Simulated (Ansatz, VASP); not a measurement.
S3O in VASP and in Ansatz

```
CELL_PARAMETERS angstrom
6.28196 0.00000 0.00000
-3.14098 5.44034 0.00000
0.00000 0.00000 3.22337
ATOMIC_POSITIONS crystal
S 0.16880 0.33760 0.25000
S 0.66240 0.83120 0.25000
S 0.16880 0.83120 0.25000
S 0.83120 0.66240 0.75000
S 0.33760 0.16880 0.75000
S 0.83120 0.16880 0.75000
O 0.33333 0.66667 0.75000
O 0.66667 0.33333 0.25000
```

Change from the starting cell: species swapped into the CdAu3 type (P6_3/mmc, No. 194).

Alike in both runs: functional PBE; dispersion D3(BJ); k mesh 6 × 6 × 12; occupations gaussian, width 0.1 eV; no spin polarisation.

Ansatz relaxed the structure, and its values are those at the end. VASP's run is a single point on that final structure, the one shown.

|  | VASP | Ansatz |
| --- | --- | --- |
| version | VASP 6.6.1 | Ansatz 0.2.0 |
| potentials or method | VASP PAW PBE potentials, release 64 (S, O), cutoff 520 eV | scalar-relativistic, plane waves, PAW |
| valence electrons in the cell | 48 | 48 |

|  | VASP | Ansatz | Ansatz less VASP |
| --- | --- | --- | --- |
| gap on the k mesh at the Fermi level (eV) | none | none | - |
| pressure (GPa) | -0.3 | 0.0 | +0.28 |
| rms of the force components (eV/Å) | 0.016 | 0.004 | -0.0121 |

A gap of «none» marks a metal or a gap that the smearing closes.
